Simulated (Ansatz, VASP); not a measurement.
**NbTe: VASP beside Ansatz**

```
Nb Te
1.0
     3.70297    0.00000    0.00000
    -1.85149    3.20687    0.00000
     0.00000    0.00000    3.69421
Nb Te
1 1
Direct
  0.00000 0.00000 0.50000
  0.66667 0.33333 0.00000
```

Alike in both runs: task single point; functional PBE; k mesh 3 × 3 × 4; occupations gaussian, width 0.1 eV; no spin polarisation.

```csv
,VASP,Ansatz
version,VASP 6.6.1,Ansatz 0.2.0
potentials or method,"VASP PAW PBE potentials, release 64 (Nb_sv, Te), cutoff 500 eV","scalar-relativistic, plane waves, PAW"
valence electrons in the cell,19,29
```

|  | VASP | Ansatz | Ansatz less VASP |
| --- | --- | --- | --- |
| gap on the k mesh at the Fermi level (eV) | none | none | - |
| pressure (GPa) | 0.6 | 0.8 | +0.23 |
| traceless stress, the component that is largest in VASP (GPa) | 0.69 | 0.72 | +0.032 |

A gap of «none» marks a metal or a gap that the smearing closes. VASP's potentials hold 19 valence electrons a cell and Ansatz's 29, so a difference there can come from the potentials and not from the codes.

The k mesh is coarse, so the values compare programs but aren't converged. Spin-orbit coupling is off throughout.
